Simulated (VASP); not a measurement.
# ZnO (P6_3mc) in VASP: elastic constants with LDA

Aim: the elastic constants of ZnO with LDA.

Everything below comes from runs of VASP 6.6.1. Logs are shortened: lines on timing, memory, paths and dates and some standing lists are left out, and cuts for length are marked.

### 1 The cell of the first run

Symmetry: P6_3mc, No. 186, hexagonal system. The conventional cell has a = 3.249 Å, b = 3.249 Å, c = 5.204 Å, α = 90.00°, β = 90.00°, γ = 120.00°. Within 2.6 Å of Zn (site symmetry 3m) lie 4 O at 1.98 Å. O (site symmetry 3m) has 4 Zn at 1.98 Å within 2.6 Å.

### 2 Elastic constants, LDA

File INCAR:

```
SYSTEM = ZnO
PREC = Accurate
ENCUT = 600
EDIFF = 1E-8
ISMEAR = 0
SIGMA = 0.01
LREAL = .False.
LASPH = .True.
NELM = 100
ALGO = Normal
ISIF = 3
LWAVE = .False.
LCHARG = .False.
GGA = CA
NBANDS = 26
IBRION = 6
NFREE = 2
POTIM = 0.015
NSW = 1
```

File KPOINTS:

```
Automatic mesh
0
Gamma
  9 9 6
  0 0 0
```

File POSCAR:

```
ZnO
1.0
    3.2494000017      0.0000000000      0.0000000000
   -1.6247000008      2.8140629485      0.0000000000
    0.0000000000      0.0000000000      5.2038000000
Zn O
2 2
Direct
    0.3333333333      0.6666666667      0.0011135720
    0.6666666667      0.3333333333      0.5011135720
    0.3333333333      0.6666666667      0.3818864280
    0.6666666667      0.3333333333      0.8818864280
```

Potentials or basis: VASP PAW LDA potentials, release 64 (Zn, O).

Launch:

```sh
$ cat potpaw_LDA.64/Zn/POTCAR potpaw_LDA.64/O/POTCAR > POTCAR
$ mpirun -np 1 vasp_std > vasp.out
```

OUTCAR:

```text
SYSTEM = ZnO
   PREC = Accurate
   ENCUT = 600
   EDIFF = 1E-8
   ISMEAR = 0
   LREAL = .False.
   LASPH = .True.
   NELM = 100
   ISIF = 3
   GGA = CA
   IBRION = 6
   NFREE = 2
   POTIM = 0.015
   NSW = 1

 ion  position               nearest neighbor table
   1  0.333  0.667  0.001-   4 1.98   4 1.98   4 1.98   3 1.98
   2  0.667  0.333  0.501-   3 1.98   3 1.98   3 1.98   4 1.98
   3  0.333  0.667  0.382-   2 1.98   2 1.98   2 1.98   1 1.98
   4  0.667  0.333  0.882-   1 1.98   1 1.98   1 1.98   2 1.98

  LATTYP: Found a hexagonal cell.
 ALAT       =     3.2494000017
 C/A-ratio  =     1.6014648850

  Lattice vectors:

 A1 = (   3.2494000017,   0.0000000000,   0.0000000000)
 A2 = (  -1.6247000008,   2.8140629485,   0.0000000000)
 A3 = (   0.0000000000,   0.0000000000,   5.2038000000)

Analysis of symmetry for initial positions (statically):
=====================================================================
 Subroutine PRICEL returns:
 Original cell was already a primitive cell.

 Routine SETGRP: Setting up the symmetry group for a
 hexagonal supercell.

 Subroutine GETGRP returns: Found 12 space group operations
 (whereof  6 operations were pure point group operations)
 out of a pool of 24 trial point group operations.

The static configuration has the point symmetry C_3v.
 The point group associated with its full space group is C_6v.

Analysis of symmetry for dynamics (positions and initial velocities):
=====================================================================
 Subroutine PRICEL returns:
 Original cell was already a primitive cell.

 Routine SETGRP: Setting up the symmetry group for a
 hexagonal supercell.

 Subroutine GETGRP returns: Found 12 space group operations
 (whereof  6 operations were pure point group operations)
 out of a pool of 24 trial point group operations.

The dynamic configuration has the point symmetry C_3v.
 The point group associated with its full space group is C_6v.

 Subroutine INISYM returns: Found 12 space group operations
 (whereof  6 operations are pure point group operations),
 and found     1 'primitive' translations

----------------------------------------------------------------------------------------

                                     Primitive cell

  volume of cell :      47.5836

  direct lattice vectors                    reciprocal lattice vectors
     3.249400002  0.000000000  0.000000000     0.307749123  0.177679039  0.000000000
    -1.624700001  2.814062949  0.000000000     0.000000000  0.355358078  0.000000000
     0.000000000  0.000000000  5.203800000     0.000000000  0.000000000  0.192167262

  length of vectors
     3.249400002  3.249400002  5.203800000     0.355358078  0.355358078  0.192167262

  position of ions in fractional coordinates (direct lattice)
     0.333333333  0.666666667  0.001113572
     0.666666667  0.333333333  0.501113572
     0.333333333  0.666666667  0.381886428
     0.666666667  0.333333333  0.881886428

  ion indices of the primitive-cell ions
[... 118 lines left out ...]

 number of electron      36.0000005 magnetization

 Free energy of the ion-electron system (eV)
  ---------------------------------------------------
  ext. energy  EPLUGINS =         0.00000000
  ---------------------------------------------------
  free energy    TOTEN  =       -21.12709150 eV

  energy without entropy =      -21.12709150  energy(sigma->0) =      -21.12709150

------------------------ aborting loop because EDIFF is reached ----------------------------------------

  FORCE on cell =-STRESS in cart. coord.  units (eV):
  Direction    XX          YY          ZZ          XY          YZ          ZX
  --------------------------------------------------------------------------------------
  -------------------------------------------------------------------------------------
  Total       -1.9561409     -1.9561409     -1.6175713     -0.0000000      0.0000000      0.0000000
  in kB      -65.8647616    -65.8647616    -54.4648650     -0.0000000      0.0000000      0.0000000
  external PRESSURE =     -62.0647960 kB  Pullay stress =       0.0000000 kB
[... 95 lines left out ...]
  FREE ENERGIE OF THE ION-ELECTRON SYSTEM (eV)
  ---------------------------------------------------
  free  energy   TOTEN  =       -21.1474835987 eV

  energy  without entropy=      -21.1474835987  energy(sigma->0) =      -21.14748360

[... ionic steps 4 to 18 ...]

--------------------------------------- Ionic step       19  -------------------------------------------

 number of electron      36.0000006 magnetization

------------------------ aborting loop because EDIFF is reached ----------------------------------------
[... 71 lines left out ...]
--------------------------------------- Ionic step       21  -------------------------------------------

 number of electron      36.0000006 magnetization

 Free energy of the ion-electron system (eV)
  ---------------------------------------------------
  ext. energy  EPLUGINS =         0.00000000
  ---------------------------------------------------
  free energy    TOTEN  =       -21.12581239 eV

  energy without entropy =      -21.12581239  energy(sigma->0) =      -21.12581239

 E-fermi :   0.9980     XC(G=0): -11.4649

 val. band max:        0.8765325167   @ k =   0.0000   0.0000   0.0000
 cond. band min:       1.6204081861   @ k =   0.0000   0.0000   0.0000
 fundamental gap:      0.7438756694
 Fermi energy:         0.9980435630

 k-point     1 :       0.0000    0.0000    0.0000
  band No.  band energies     occupation
      1     -16.9254      2.00000
      2     -16.1474      2.00000
      3      -4.8915      2.00000
      4      -4.8915      2.00000
      5      -4.8581      2.00000
      6      -4.8101      2.00000
[... 685 lines left out ...]
     25      14.0742      0.00000
     26      15.0846      0.00000

 [... further k-points ...]

------------------------ aborting loop because EDIFF is reached ----------------------------------------

  FORCE on cell =-STRESS in cart. coord.  units (eV):
  Direction    XX          YY          ZZ          XY          YZ          ZX
  --------------------------------------------------------------------------------------
  -------------------------------------------------------------------------------------
  Total       -2.0119190     -2.0119190     -1.4902834     -0.0000000      0.0000000      0.0000000
  in kB      -67.7428542    -67.7428542    -50.1789826     -0.0000000      0.0000000      0.0000000
  external PRESSURE =     -61.8882303 kB  Pullay stress =       0.0000000 kB
[... 19 lines left out ...]
  FREE ENERGIE OF THE ION-ELECTRON SYSTEM (eV)
  ---------------------------------------------------
  free  energy   TOTEN  =       -21.1258123925 eV

  energy  without entropy=      -21.1258123925  energy(sigma->0) =      -21.12581239

 INTERNAL STRAIN TENSORS FROM STRAINED CELLS
 ============================================

 INTERNAL STRAIN TENSOR FOR ION    1 for displacements in x,y,z  (eV/Angst):
          X           Y           Z          XY          YZ          ZX
  --------------------------------------------------------------------------------
  x    -0.00000     0.00000     0.00000    -6.20739    -0.00000    -3.82720
  y    -6.23424     6.24831     0.00000     0.00004    -3.82251    -0.00008
  z    -3.79295    -3.79783     8.02647    -0.00264    -0.00042    -0.00002

 INTERNAL STRAIN TENSORS FROM DISPLACED ATOMS
 ============================================

 INTERNAL STRAIN TENSOR FOR ION    1 for displacements in x,y,z  (eV/Angst):
          X           Y           Z          XY          YZ          ZX
  --------------------------------------------------------------------------------
  x    -0.00000     0.00000     0.00000    -6.20376    -0.00000    -3.81492
  y    -6.20376     6.20376     0.00000     0.00000    -3.81492    -0.00000
  z    -3.76055    -3.76055     7.97118    -0.00000     0.00000     0.00000

 INTERNAL STRAIN TENSOR FOR ION    4 for displacements in x,y,z  (eV/Angst):
          X           Y           Z          XY          YZ          ZX
  --------------------------------------------------------------------------------
  x     0.00000    -0.00000     0.00000     7.18788     0.00000     3.83051
  y     7.18788    -7.18788     0.00000    -0.00000     3.83051     0.00000
  z     3.79325     3.79325    -7.97906     0.00000    -0.00000     0.00000

 Eigenvectors and eigenvalues of the dynamical matrix
 ----------------------------------------------------

   1 f  =   15.690579 THz    98.586816 2PiTHz  523.381384 cm-1    64.890992 meV
             X         Y         Z           dx          dy          dz
     -0.000000  1.876042  0.005795     0.000000    0.000000    0.076433
      1.624700  0.938021  2.607695    -0.000000   -0.000000   -0.076433
     -0.000000  1.876042  1.987261     0.000000    0.000000   -0.702964
      1.624700  0.938021  4.589161    -0.000000   -0.000000    0.702964
[... 71 lines left out ...]
  12 f/i=    0.010413 THz     0.065428 2PiTHz    0.347346 cm-1     0.043065 meV
             X         Y         Z           dx          dy          dz
     -0.000000  1.876042  0.005795     0.000000   -0.000000    0.633502
      1.624700  0.938021  2.607695     0.000000   -0.000000    0.633502
     -0.000000  1.876042  1.987261     0.000000   -0.000000    0.314126
      1.624700  0.938021  4.589161     0.000000   -0.000000    0.314126

--------------------------------------------------------------------------------------------------------

 ELASTIC MODULI CONTR FROM IONIC RELAXATION (kBar)
 Direction    XX          YY          ZZ          XY          YZ          ZX
 --------------------------------------------------------------------------------
 XX        -574.0585    261.9899    329.4760     -0.0000     -0.0000      0.0000
 YY         261.9899   -574.0585    329.4760     -0.0000      0.0000     -0.0000
 ZZ         329.4760    329.4760   -695.7088      0.0000      0.0000      0.0000
 XY          -0.0000     -0.0000      0.0000   -418.0242      0.0000      0.0000
 YZ          -0.0000      0.0000      0.0000      0.0000   -143.6868     -0.0000
 ZX           0.0000     -0.0000      0.0000     -0.0000     -0.0000   -143.6869
 --------------------------------------------------------------------------------

 TOTAL ELASTIC MODULI (kBar)
 Direction    XX          YY          ZZ          XY          YZ          ZX
 --------------------------------------------------------------------------------
 XX        2060.2949   1142.1619    984.1544      0.0000     -0.0000      0.0000
 YY        1142.1619   2060.2949    984.1544      0.0000      0.0000     -0.0000
 ZZ         984.1544    984.1544   2149.5703      0.0000      0.0000      0.0000
 XY           0.0000      0.0000      0.0000    459.0665      0.0000      0.0000
 YZ          -0.0000      0.0000      0.0000      0.0000    415.8953      0.0000
 ZX           0.0000     -0.0000      0.0000     -0.0000      0.0000    415.8953
 --------------------------------------------------------------------------------
```

It took 21 min on 1 thread of Intel Xeon 6975P-C (Granite Rapids), shared host; peak memory 0.56 GiB.

What came out:

```
Voigt bulk modulus                                      : 139 GPa
Highest phonon frequency at Γ, LO-TO splitting left out : 523 cm⁻¹
```

Phonon frequencies in cm⁻¹ (negative: imaginary):
```
              q point                              frequencies
(0.000, 0.000, 0.000)  0 0 0 96 96 251 361 381 381 411 411 523
```

Elastic tensor in Voigt notation (GPa, in the Cartesian axes of the cell as first typed):
```
206 114  98   0   0   0
114 206  98   0   0   0
 98  98 215   0   0   0
  0   0   0  42   0   0
  0   0   0   0  42   0
  0   0   0   0   0  46
```

Clamped-ion elastic tensor (GPa):
```
263  88  65   0   0   0
 88 263  65   0   0   0
 65  65 285   0   0   0
  0   0   0  56   0   0
  0   0   0   0  56   0
  0   0   0   0   0  88
```

Caveat: the cell is under stress, which shifts elastic constants.
